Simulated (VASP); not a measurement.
Si:

```
Si
1.0
     0.00000    2.71681    2.71681
     2.71681    0.00000    2.71681
     2.71681    2.71681    0.00000
Si
2
Direct
  0.75000 0.75000 0.75000
  0.50000 0.50000 0.50000
```

Program: VASP 6.6.1. Alike in all runs: task single point; no spin polarisation; cell as given; cutoff (eV) 520.

Problem. Order these runs on this cell by their pressure, lowest first.
A. level HSE06; potentials or basis VASP PAW PBE potentials, release 64 (Si); k mesh 6 × 6 × 6; smearing gaussian 0.01 eV; grid for exact exchange (PRECFOCK) Normal; share of exact exchange 0.25; screening parameter 0.2079 1/Å
B. level LDA; potentials or basis VASP PAW LDA potentials, release 64 (Si); k mesh 12 × 12 × 12; smearing gaussian 0.02 eV
C. level HF; potentials or basis VASP PAW PBE potentials, release 64 (Si); k mesh 6 × 6 × 6; smearing gaussian 0.01 eV; grid for exact exchange (PRECFOCK) Normal; share of exact exchange 1

Solution. B (-1.6 GPa), A (0.1 GPa), C (3.2 GPa).

Caveats: the PAW data sets were made with another functional, which shifts forces and pressure a little (at least some runs); the cell stands under pressure (at least some runs).
